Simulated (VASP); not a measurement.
A run of VASP 6.6.1 is set up as follows.

INCAR

```
SYSTEM = SrGa3
PREC     = Accurate       ! precision mode
ENCUT    = 520            ! plane-wave cutoff, eV
EDIFF    = 1E-7           ! SCF threshold, eV
ISMEAR   = 0              ! smearing method
SIGMA    = 0.05           ! smearing width, eV
LREAL    = .False.        ! projectors in reciprocal space
LASPH    = .True.         ! aspherical terms in the spheres
NELM     = 60             ! most SCF steps
ALGO     = Fast           ! electronic algorithm
ISIF     = 2              ! what is computed and relaxed
LWAVE    = .False.        ! write WAVECAR
LCHARG   = .False.        ! write CHGCAR
GGA      = PE             ! functional
NBANDS   = 32             ! bands
```

KPOINTS

```
Automatic mesh
0
Gamma
  8 8 8
  0 0 0
```

POSCAR

```
SrGa3
1.0
    4.6746577362      0.0000000000      0.0000000000
    0.0000000000      4.6746577362      0.0000000000
    0.0000000000      0.0000000000      4.6746577362
Sr Ga
1 3
Direct
    0.0000000000      0.0000000000      0.0000000000
    0.0000000000      0.5000000000      0.5000000000
    0.5000000000      0.5000000000      0.0000000000
    0.5000000000      0.0000000000      0.5000000000
```

Potentials or basis: VASP PAW PBE potentials, release 64 (Sr_sv, Ga_d).

Command:

```bash
$ cat potpaw_PBE.64/Sr_sv/POTCAR potpaw_PBE.64/Ga_d/POTCAR > POTCAR
$ mpirun -np 1 vasp_std > vasp.out
```

Q: Estimate the pressure.

A: -2.9 GPa.
